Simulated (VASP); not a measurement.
# Be2C (Fm-3m) in VASP: notebook

The runs below take Be2C through single point, with PBE.

All numbers are computed with VASP 6.6.1; they aren't measurements. Logs are shortened: lines on timing, memory, paths and dates and some standing lists are left out, and cuts for length are marked.

### 1 The cell of the first run

The structure is cubic, space group Fm-3m (No. 225). The conventional cell has a = 4.172 Å, b = 4.172 Å, c = 4.172 Å, α = 90.00°, β = 90.00°, γ = 90.00°. Be (site symmetry -43m) has 4 C at 1.81 Å and 6 Be at 2.09 Å within 2.4 Å. Within 2.4 Å of C (site symmetry m-3m) lie 8 Be at 1.81 Å.

### 2 Single point, PBE (volume changed by -10%)

Contents of INCAR:

```
PREC = Accurate
ENCUT = 600
EDIFF = 1E-6
ISMEAR = 0
SIGMA = 0.01
LREAL = F
LASPH = T
NELM = 120
ALGO = Normal
ISIF = 2
LWAVE = F
LCHARG = F
GGA = PE
NBANDS = 11
GGA_COMPAT = F
```

Contents of KPOINTS:

```
Automatic mesh
0
Gamma
  6 6 6
```

Contents of POSCAR:

```
Be2C
1.0
    0.0000000000      2.0859259806      2.0859259806
    2.0859259806      0.0000000000      2.0859259806
    2.0859259806      2.0859259806      0.0000000000
Be C
2 1
Direct
    0.7500000000      0.7500000000      0.7500000000
    0.2500000000      0.2500000000      0.2500000000
    0.0000000000      0.0000000000      0.0000000000
```

Potentials or basis: VASP PAW PBE potentials, release 64 (Be, C).

The run is started by

```sh
$ cat potpaw_PBE.64/Be/POTCAR potpaw_PBE.64/C/POTCAR > POTCAR
$ mpirun -np 1 vasp_std > vasp.out
```

OUTCAR:

```text
PREC = Accurate
   ENCUT = 600
   EDIFF = 1E-6
   ISMEAR = 0
   LREAL = F
   LASPH = T
   NELM = 120
   ISIF = 2
   GGA = PE

 ion  position               nearest neighbor table
   1  0.750  0.750  0.750-   3 1.81   3 1.81   3 1.81   3 1.81   2 2.09   2 2.09   2 2.09   2 2.09
                             2 2.09   2 2.09
   2  0.250  0.250  0.250-   3 1.81   3 1.81   3 1.81   3 1.81   1 2.09   1 2.09   1 2.09   1 2.09
                             1 2.09   1 2.09
   3  0.000  0.000  0.000-   1 1.81   1 1.81   1 1.81   1 1.81   2 1.81   2 1.81   2 1.81   2 1.81

  LATTYP: Found a face centered cubic cell.
 ALAT       =     4.1718519612

  Lattice vectors:

 A1 = (   0.0000000000,   2.0859259806,   2.0859259806)
 A2 = (   2.0859259806,   0.0000000000,   2.0859259806)
 A3 = (   2.0859259806,   2.0859259806,   0.0000000000)

Analysis of symmetry for initial positions (statically):
=====================================================================
 Subroutine PRICEL returns:
 Original cell was already a primitive cell.

 Routine SETGRP: Setting up the symmetry group for a
 face centered cubic supercell.

 Subroutine GETGRP returns: Found 48 space group operations
 (whereof 48 operations were pure point group operations)
 out of a pool of 48 trial point group operations.

The static configuration has the point symmetry O_h .

Analysis of symmetry for dynamics (positions and initial velocities):
=====================================================================
 Subroutine PRICEL returns:
 Original cell was already a primitive cell.

 Routine SETGRP: Setting up the symmetry group for a
 face centered cubic supercell.

 Subroutine GETGRP returns: Found 48 space group operations
 (whereof 48 operations were pure point group operations)
 out of a pool of 48 trial point group operations.

The dynamic configuration has the point symmetry O_h .

 Subroutine INISYM returns: Found 48 space group operations
 (whereof 48 operations are pure point group operations),
 and found     1 'primitive' translations

----------------------------------------------------------------------------------------

                                     Primitive cell

  volume of cell :      18.1521

  direct lattice vectors                    reciprocal lattice vectors
     0.000000000  2.085925981  2.085925981    -0.239701698  0.239701698  0.239701698
     2.085925981  0.000000000  2.085925981     0.239701698 -0.239701698  0.239701698
     2.085925981  2.085925981  0.000000000     0.239701698  0.239701698 -0.239701698

  length of vectors
     2.949944812  2.949944812  2.949944812     0.415175520  0.415175520  0.415175520

  position of ions in fractional coordinates (direct lattice)
     0.750000000  0.750000000  0.750000000
     0.250000000  0.250000000  0.250000000
     0.000000000  0.000000000  0.000000000

  ion indices of the primitive-cell ions
   primitive index   ion index
                 1           1
                 2           2
                 3           3

----------------------------------------------------------------------------------------

 KPOINTS: Automatic mesh

Automatic generation of k-mesh.
 Grid dimensions read from file:
 generate k-points for:    6    6    6

 Generating k-lattice:

  Cartesian coordinates                     Fractional coordinates (reciprocal lattice)
    -0.039950283  0.039950283  0.039950283     0.166666667  0.000000000  0.000000000
     0.039950283 -0.039950283  0.039950283     0.000000000  0.166666667  0.000000000
     0.039950283  0.039950283 -0.039950283     0.000000000  0.000000000  0.166666667

  Length of vectors
     0.069195920  0.069195920  0.069195920

  Shift w.r.t. Gamma in fractional coordinates (k-lattice)
     0.000000000  0.000000000  0.000000000

 Subroutine IBZKPT returns following result:
 ===========================================

 Found     16 irreducible k-points:

 Following reciprocal coordinates:
            Coordinates               Weight
  0.000000  0.000000  0.000000      1.000000
  0.166667  0.000000  0.000000      8.000000
  0.333333  0.000000  0.000000      8.000000
  0.500000  0.000000  0.000000      4.000000
  0.166667  0.166667  0.000000      6.000000
  0.333333  0.166667  0.000000     24.000000
[... 8 lines left out ...]
 -0.333333  0.333333  0.166667     24.000000
 -0.333333  0.500000  0.166667     12.000000
   k-points           NKPTS =     16   k-points in BZ     NKDIM =     16   number of bands    NBANDS=     11
   number of dos      NEDOS =    301   number of ions     NIONS =      3
   total plane-waves  NPLWV =  13824
   dimension x,y,z NGX =    24 NGY =   24 NGZ =   24
   dimension x,y,z NGXF=    48 NGYF=   48 NGZF=   48
   ions per type =               2   1
   NGX,Y,Z   is equivalent  to a cutoff of  13.53, 13.53, 13.53 a.u.
   NGXF,Y,Z  is equivalent  to a cutoff of  27.05, 27.05, 27.05 a.u.
 SYSTEM =  unknown system
   PREC   = accura    normal or accurate (medium, high low for compatibility)
   ISTART =      0    job   : 0-new  1-cont  2-samecut
   ICHARG =      2    charge: 1-file 2-atom 10-const
   ISPIN  =      1    spin polarized calculation?
   LNONCOLLINEAR =      F non collinear calculations
   LSORBIT =      F    spin-orbit coupling
   LASPH  =      T    aspherical Exc in radial PAW
   ENCUT  =  600.0 eV  44.10 Ry    6.64 a.u.   5.89  5.89  5.89*2*pi/ulx,y,z
   NELM   =    120;   NELMIN=  2; NELMDL= -5     # of ELM steps
   EDIFF  = 0.1E-05   stopping-criterion for ELM
   LREAL  =      F    real-space projection
   EDIFFG = 0.1E-04   stopping-criterion for IOM
   NSW    =      0    number of steps for IOM
   IBRION =     -1    ionic relax: 0-MD 1-quasi-New 2-CG
   NFREE  =      0    steps in history (QN), initial steepest desc. (CG)
   ISIF   =      2    stress and relaxation
   ISYM   =      2    0-nonsym 1-usesym 2-fastsym
   POTIM  = 0.5000    time-step for ionic-motion
   TEBEG  =    0.0;   TEEND  =   0.0 temperature during run
   PSTRESS=    0.0 pullay stress
   NELECT =       8.0000    total number of electrons
   NUPDOWN=      -1.0000    fix difference up-down
   EMIN   =  10.00;   EMAX   =-10.00  energy-range for DOS
   EFERMI =   0.00;   METHOD = LEGACY
   ISMEAR =     0;   SIGMA  =   0.01  broadening in eV -4-tet -1-fermi 0-gaus
   EFERMI_NEDOS =   21; number of points for ismear=-14 and -15
   IALGO  =     38    algorithm
   IMIX   =      4    mixing-type and parameters
     AMIX     =   0.40;   BMIX     =  1.00
     AMIX_MAG =   1.60;   BMIX_MAG =  1.00
  volume/ion in A,a.u.               =       6.05        40.83
  Fermi-wavevector in a.u.,A,eV,Ry     =   1.245841  2.354298 21.117870  1.552120
  Thomas-Fermi vector in A             =   2.380045
   LORBIT       =      0    0 simple, 1 ext, 2 COOP (PROOUT), +10 PAW based schemes
   GGA     = PE    functional components
   LHFCALC =     F    Hartree Fock is set to
   AEXX    =    0.0000 exact exchange contribution
   IVDW    =     0    specifies the selected vdW correction
   LEPSILON=     F    determine dielectric tensor
   LRPA    =     F    only Hartree local field effects (RPA)
 non-spin polarized calculation
 Gauss-broadening in eV      SIGMA  =   0.01
  energy-cutoff  :      600.00
  volume of cell :       18.15
 maximum number of plane-waves:       620
   NGX = 11   NGY = 11   NGZ = 11

 number of electron       8.0000000 magnetization

 Free energy of the ion-electron system (eV)
  ---------------------------------------------------
  ext. energy  EPLUGINS =         0.00000000
  ---------------------------------------------------
  free energy    TOTEN  =       -17.28035710 eV

  energy without entropy =      -17.28035710  energy(sigma->0) =      -17.28035710

 E-fermi :   8.9092     XC(G=0): -11.8793

 val. band max:        8.8590238236   @ k =   0.0000   0.0000   0.0000
 cond. band min:      10.0590417495   @ k =   0.5000   0.5000   0.0000
 fundamental gap:      1.2000179259
 Fermi energy:         8.9092454056

 k-point     1 :       0.0000    0.0000    0.0000
  band No.  band energies     occupation
      1      -7.0168      2.00000
      2       8.8590      2.00000
      3       8.8590      2.00000
      4       8.8590      2.00000
      5      13.1910      0.00000
      6      13.1910      0.00000
      7      13.1910      0.00000
      8      16.8791      0.00000
      9      22.9103      0.00000
     10      22.9103      0.00000
     11      22.9103      0.00000

 k-point     2 :       0.1667    0.0000    0.0000
  band No.  band energies     occupation
      1      -6.5475      2.00000
      2       5.7797      2.00000
      3       8.0877      2.00000
      4       8.0877      2.00000
      5      14.2644      0.00000
      6      14.2644      0.00000
      7      15.0892      0.00000
      8      17.6184      0.00000
      9      20.9021      0.00000
     10      20.9021      0.00000
     11      24.2748      0.00000

 k-point     3 :       0.3333    0.0000    0.0000
  band No.  band energies     occupation
      1      -5.2029      2.00000
      2       1.7155      2.00000
      3       7.1671      2.00000
      4       7.1671      2.00000
      5      14.5051      0.00000
      6      14.5051      0.00000
      7      16.5417      0.00000
      8      18.8777      0.00000
      9      21.9879      0.00000
     10      21.9879      0.00000
     11      26.8907      0.00000
[... 155 lines left out ...]
 k-point    15 :      -0.3333    0.3333    0.1667
  band No.  band energies     occupation
      1      -3.0873      2.00000
      2       0.6830      2.00000
      3       3.4639      2.00000
      4       4.1612      2.00000
      5      14.5586      0.00000
      6      16.7727      0.00000
      7      19.9849      0.00000
      8      20.6912      0.00000
      9      21.8754      0.00000
     10      24.0903      0.00000
     11      28.3351      0.00000

 k-point    16 :      -0.3333    0.5000    0.1667
  band No.  band energies     occupation
      1      -2.8312      2.00000
      2       2.0743      2.00000
      3       2.3105      2.00000
      4       3.0424      2.00000
      5      13.1349      0.00000
      6      17.2449      0.00000
      7      19.7654      0.00000
      8      21.8484      0.00000
      9      23.9693      0.00000
     10      25.4478      0.00000
     11      26.9544      0.00000

------------------------ aborting loop because EDIFF is reached ----------------------------------------

  FORCE on cell =-STRESS in cart. coord.  units (eV):
  Direction    XX          YY          ZZ          XY          YZ          ZX
  --------------------------------------------------------------------------------------
  -------------------------------------------------------------------------------------
  Total        3.1007495      3.1007495      3.1007495     -0.0000000      0.0000000      0.0000000
  in kB      273.6847448    273.6847448    273.6847448     -0.0000000      0.0000000      0.0000000
  external PRESSURE =     273.6847448 kB  Pullay stress =       0.0000000 kB

 VOLUME and BASIS-vectors are now :
 -----------------------------------------------------------------------------
  energy-cutoff  :      600.00
  volume of cell :       18.15
      direct lattice vectors                 reciprocal lattice vectors
     0.000000000  2.085925981  2.085925981    -0.239701698  0.239701698  0.239701698
     2.085925981  0.000000000  2.085925981     0.239701698 -0.239701698  0.239701698
     2.085925981  2.085925981  0.000000000     0.239701698  0.239701698 -0.239701698

 POSITION                                       TOTAL-FORCE (eV/Angst)
 -----------------------------------------------------------------------------------
      3.12889      3.12889      3.12889        -0.000000     -0.000000     -0.000000
      1.04296      1.04296      1.04296         0.000000      0.000000      0.000000
      0.00000      0.00000      0.00000        -0.000000      0.000000     -0.000000
 -----------------------------------------------------------------------------------
    total drift:                               -0.000000     -0.000000      0.000000

  FREE ENERGIE OF THE ION-ELECTRON SYSTEM (eV)
  ---------------------------------------------------
  free  energy   TOTEN  =       -17.2803570959 eV

  energy  without entropy=      -17.2803570959  energy(sigma->0) =      -17.28035710
```

It took 5.6 s on 1 thread of Intel Xeon 8259CL, shared host; peak memory 0.13 GiB.

What came out:

| Item | Value |
| --- | --- |
| Free energy | -17.2804 eV |
| Pressure | 27.4 GPa |
| Band gap on the k mesh | 1.20 eV, indirect (least direct gap 4.33 eV) |

Levels at points of the mesh, in eV from the valence-band top:
```
           k point  band 1  band 2  band 3  band 4  band 5  band 6  band 7  band 8
(0.00, 0.00, 0.00)  -15.88    0.00    0.00    0.00    4.33    4.33    4.33    8.02
(0.50, 0.00, 0.00)  -12.74   -9.45   -2.02   -2.02    5.21    5.21    8.25   10.53
(0.50, 0.50, 0.00)  -11.98   -7.19   -5.21   -5.21    1.20    6.52   14.48   14.48
```

Caveat: the k points lie up to 0.43 Å⁻¹ apart; the cell differs from its parent crystal (volume changed by -10%). A k mesh can miss the band edges.

### 3 Single point, PBE

This run uses another cell than the first one, of 6.72 Å³/atom, 1.111 times its volume.

Contents of INCAR:

```
ALGO = Normal ; EDIFF = 1E-6
ENCUT = 600 ; GGA = PE
GGA_COMPAT = False ; ISIF = 2
ISMEAR = 0 ; LASPH = True
LCHARG = False ; LREAL = False
LWAVE = False ; NBANDS = 11
NELM = 120 ; PREC = Accurate
SIGMA = 0.01
```

Contents of KPOINTS:

```
k-points
0
Gamma
  6 6 6
```

Contents of POSCAR:

```
Be2C
1.0
    0.0000000000      2.1604856707      2.1604856707
    2.1604856707      0.0000000000      2.1604856707
    2.1604856707      2.1604856707      0.0000000000
Be C
2 1
Direct
    0.7500000000      0.7500000000      0.7500000000
    0.2500000000      0.2500000000      0.2500000000
    0.0000000000      0.0000000000      0.0000000000
```

Potentials or basis: VASP PAW PBE potentials, release 64 (Be, C).

The run is started by

```sh
$ cat potpaw_PBE.64/Be/POTCAR potpaw_PBE.64/C/POTCAR > POTCAR
$ mpirun -np 1 vasp_std > vasp.out
```

OUTCAR:

```text
EDIFF = 1E-6
   ENCUT = 600
   GGA = PE
   ISIF = 2
   ISMEAR = 0
   LASPH = True
   LREAL = False
   NELM = 120
   PREC = Accurate

 ion  position               nearest neighbor table
   1  0.750  0.750  0.750-   3 1.87   3 1.87   3 1.87   3 1.87   2 2.16   2 2.16   2 2.16   2 2.16
                             2 2.16   2 2.16
   2  0.250  0.250  0.250-   3 1.87   3 1.87   3 1.87   3 1.87   1 2.16   1 2.16   1 2.16   1 2.16
[... 411 lines left out ...]

  FORCE on cell =-STRESS in cart. coord.  units (eV):
  Direction    XX          YY          ZZ          XY          YZ          ZX
  --------------------------------------------------------------------------------------
  -------------------------------------------------------------------------------------
  Total        0.1626898      0.1626898      0.1626898      0.0000000      0.0000000     -0.0000000
  in kB       12.9236994     12.9236994     12.9236994      0.0000000      0.0000000     -0.0000000
  external PRESSURE =      12.9236994 kB  Pullay stress =       0.0000000 kB

 VOLUME and BASIS-vectors are now :
 -----------------------------------------------------------------------------
  energy-cutoff  :      600.00
  volume of cell :       20.17
      direct lattice vectors                 reciprocal lattice vectors
     0.000000000  2.160485671  2.160485671    -0.231429445  0.231429445  0.231429445
     2.160485671  0.000000000  2.160485671     0.231429445 -0.231429445  0.231429445
     2.160485671  2.160485671  0.000000000     0.231429445  0.231429445 -0.231429445

 POSITION                                       TOTAL-FORCE (eV/Angst)
 -----------------------------------------------------------------------------------
      3.24073      3.24073      3.24073        -0.000000     -0.000000     -0.000000
      1.08024      1.08024      1.08024         0.000000      0.000000     -0.000000
      0.00000      0.00000      0.00000         0.000000      0.000000      0.000000
 -----------------------------------------------------------------------------------
    total drift:                               -0.000000      0.000000      0.000000

  FREE ENERGIE OF THE ION-ELECTRON SYSTEM (eV)
  ---------------------------------------------------
  free  energy   TOTEN  =       -17.4504511471 eV

  energy  without entropy=      -17.4504511471  energy(sigma->0) =      -17.45045115
```

OSZICAR:

```text
N       E                     dE             d eps       ncg     rms          rms(c)
DAV:   1     0.730163908679E+01    0.73016E+01   -0.44133E+03   352   0.756E+02
DAV:   2    -0.176631455666E+02   -0.24965E+02   -0.23003E+02   480   0.129E+02
DAV:   3    -0.185615223413E+02   -0.89838E+00   -0.89509E+00   474   0.202E+01
DAV:   4    -0.185650891372E+02   -0.35668E-02   -0.35653E-02   405   0.145E+00
DAV:   5    -0.185651075366E+02   -0.18399E-04   -0.18399E-04   463   0.940E-02    0.536E+00
DAV:   6    -0.175130652294E+02    0.10520E+01   -0.30479E+00   376   0.836E+00    0.211E+00
DAV:   7    -0.174597301075E+02    0.53335E-01   -0.19653E-01   426   0.305E+00    0.127E+00
DAV:   8    -0.174507024613E+02    0.90276E-02   -0.11843E-02   379   0.123E+00    0.223E-01
DAV:   9    -0.174504529415E+02    0.24952E-03   -0.37821E-04   426   0.121E-01    0.122E-01
DAV:  10    -0.174504517189E+02    0.12226E-05   -0.18282E-04   409   0.897E-02    0.126E-02
DAV:  11    -0.174504512436E+02    0.47532E-06   -0.22595E-05   421   0.249E-02    0.285E-03
DAV:  12    -0.174504511471E+02    0.96405E-07   -0.87595E-07   221   0.672E-03
   1 F= -.17450451E+02 E0= -.17450451E+02  d E =-.301101E-56
```

Run time: 6.5 s. Hardware: 1 thread of Intel Xeon 8259CL, shared host; peak memory 0.13 GiB.

What came out:

| Property | Result |
| --- | --- |
| Free energy | -17.4505 eV |
| Pressure | 1.3 GPa |
| Band gap on the k mesh | 1.16 eV, indirect (least direct gap 4.14 eV) |
